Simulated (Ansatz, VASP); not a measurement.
## CaO in VASP and in Ansatz

```xyz
4
Lattice="3.9920 0.0000 0.0000 -1.9960 3.4572 0.0000 0.0000 0.0000 4.9284" Properties=species:S:1:pos:R:3 pbc="T T T"
Ca    0.0000    2.3048    3.6963
Ca    1.9960    1.1524    1.2321
O     0.0000    2.3048    1.2321
O     1.9960    1.1524    3.6963
```

Change from the starting cell: strain +0.000 along x and y, +0.030 along z, atoms carried along.

Alike in both runs: task single point; functional PBE; k mesh 9 × 9 × 6; occupations gaussian, width 0.05 eV; no spin polarisation.

```csv
,VASP,Ansatz
version,VASP 6.6.1,Ansatz 0.2.0
potentials or method,"VASP PAW PBE potentials, release 64 (Ca_sv, O), cutoff 520 eV","scalar-relativistic, plane waves, PAW"
valence electrons in the cell,32,32
```

Ansatz gave:

- gap on the k mesh at the Fermi level (eV): 3.13
- least direct gap on the mesh (eV): 3.13
- pressure (GPa): -1.5
- traceless stress, the component that is largest in VASP (GPa): -2.02

Problem. Which values does VASP return?

Solution. gap on the k mesh at the Fermi level (eV): 3.12; least direct gap on the mesh (eV): 3.12; pressure (GPa): -1.1; traceless stress, the component that is largest in VASP (GPa): -2.10.
